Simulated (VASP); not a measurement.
A run of VASP 6.6.1 is set up as follows.

File INCAR:

```
PREC = Accurate
ENCUT = 500
EDIFF = 1E-6
ISMEAR = 0
SIGMA = 0.15
LREAL = False
LASPH = True
NELM = 120
ALGO = Normal
ISIF = 2
LWAVE = False
LCHARG = False
GGA = PE
NBANDS = 18
GGA_COMPAT = False
```

The input KPOINTS:

```
Automatic mesh
0
Gamma
  18 18 10
```

POSCAR

```
Ta
1.0
   -1.6512800000      1.6512800000      1.6512800000
    1.6512800000     -1.6512800000      1.6512800000
    3.3025600000      3.3025600000      0.0000000000
Ta
2
Direct
    0.0256930423     -0.0256930423      0.0000000000
    0.4743069577      0.5256930423      0.5000000000
```

Potentials or basis: VASP PAW PBE potentials, release 64 (Ta_pv).

Run with:

```console
$ cat potpaw_PBE.64/Ta_pv/POTCAR > POTCAR
$ mpirun -np 1 vasp_std > vasp.out
```

(1) Predict the largest force.

(2) Predict the band gap on the k mesh.

(3) Estimate the pressure.

Results:

(1) 0.615 eV/Å.

(2) zero (band 11 reaches 7.06 eV, above the bottom of band 12 at 4.45 eV).

(3) 3.9 GPa.

Caveat: the cell differs from its parent crystal (mode 4 (91.0 1/cm) frozen in, largest displacement -0.120 Å); spin-orbit coupling is left out, which moves the levels of the heavy elements.
